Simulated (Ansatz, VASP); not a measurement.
## Au: VASP beside Ansatz

```
Au
1.0
    -1.69870    1.69870    1.65727
     1.69870   -1.69870    1.65727
     1.69870    1.69870   -1.65727
Au
1
Cartesian
  0.0000 0.0000 0.0000
```

Change from the starting cell: strain +0.025 along x and y, +0.000 along z, atoms carried along.

Alike in both runs: task single point; functional r2SCAN; k mesh 20 × 20 × 20; occupations gaussian, width 0.15 eV; no spin polarisation.

|  | VASP | Ansatz |
| --- | --- | --- |
| version | VASP 6.6.1 | Ansatz 0.2.0 |
| potentials or method | VASP PAW PBE potentials, release 64 (Au), cutoff 520 eV | scalar-relativistic, plane waves, PAW |
| valence electrons in the cell | 11 | 19 |

Ansatz gave:

```
gap on the k mesh at the Fermi level (eV)                     : none
pressure (GPa)                                                : -9.8
traceless stress, the component that is largest in VASP (GPa) : -0.10
```

Q: Estimate VASP's values.

A: gap on the k mesh at the Fermi level (eV): none; pressure (GPa): -9.6; traceless stress, the component that is largest in VASP (GPa): -0.11.

VASP's potentials were made for PBE, not for r2SCAN. A gap of «none» marks a metal or a gap that the smearing closes. VASP's potentials hold 11 valence electrons a cell and Ansatz's 19, so a difference there can come from the potentials and not from the codes.

Spin-orbit coupling is off throughout.
